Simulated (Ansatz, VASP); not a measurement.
One calculation of Al, two programs

POSCAR

```
Al
1.0
    4.6343399980      0.0000000000      0.0000000000
   -2.3171699990      4.0134561681      0.0000000000
    0.0000000000      0.0000000000      2.8741356700
Al
3
Direct
    1.0000000000      1.0000000000      0.0000000000
    0.3333333333      0.6666666667      0.5000000000
    0.6666666667      0.3333333333      0.5000000000
```

File INCAR.step1:

```
PREC = Accurate
ENCUT = 520
ISMEAR = -1
SIGMA = 0.1
LREAL = False
LASPH = True
NELM = 100
NBANDS = 12
GGA = PE
ALGO = Normal
EDIFF = 1E-4
LWAVE = True
LCHARG = False
```

INCAR.step2

```
PREC = Accurate
ENCUT = 520
EDIFF = 1E-7
ISMEAR = -1
SIGMA = 0.1
LREAL = False
LASPH = True
NELM = 100
ALGO = Normal
ISIF = 2
LWAVE = False
LCHARG = False
METAGGA = R2SCAN
LMIXTAU = True
NBANDS = 12
ISTART = 1
```

The input KPOINTS:

```
regular mesh
0
Gamma
  9 9 13
```

Input for Ansatz:

```yaml
crystal:
  lattice:
    - [4.634339998, 0.0, 0.0]
    - [-2.317169999, 4.0134561681, 0.0]
    - [0.0, 0.0, 2.87413567]
  atoms:
    - { symbol: Al, position: [1.0, 1.0, 0.0] }
    - { symbol: Al, position: [0.3333333333, 0.6666666667, 0.5] }
    - { symbol: Al, position: [0.6666666667, 0.3333333333, 0.5] }
hamiltonian:
  xc: r2scan
  pseudopotentials:
    kind: paw
    azcp:
      Al: "pseudopotentials/Al.paw.azcp"
basis:
  ecutwfc: 500
  fft_grid_basis: typed
kpoints:
  mp_grid: { grid: [9, 9, 13], shift: [0, 0, 0] }
magnetization:
  spin_polarized: false
scf:
  occupations: { method: fermi_dirac, width: 0.1 }
  lower_state_search: "off"
output:
  stress: true
```

Alike in both runs: task single point; functional r2SCAN; k mesh 9 × 9 × 13; occupations fermi-dirac, width 0.1 eV; no spin polarisation.

|  | VASP | Ansatz |
| --- | --- | --- |
| version | VASP 6.6.1 | Ansatz 0.2.0 |
| potentials or method | VASP PAW PBE potentials, release 64 (Al), cutoff 520 eV | plane waves (500 eV) with PAW, scalar-relativistic |
| valence electrons in the cell | 9 | 9 |

Ansatz gave:

* pressure (GPa): -5.3
* traceless stress, the component that is largest in VASP (GPa): -1.52

**Question.** What did VASP give for the same quantities?

**Answer.** Pressure (GPa): -5.5; traceless stress, the component that is largest in VASP (GPa): -1.51.

VASP's potentials were made for PBE, not for r2SCAN. With one functional, cell and mesh, what is left measures potentials, basis and numerics.
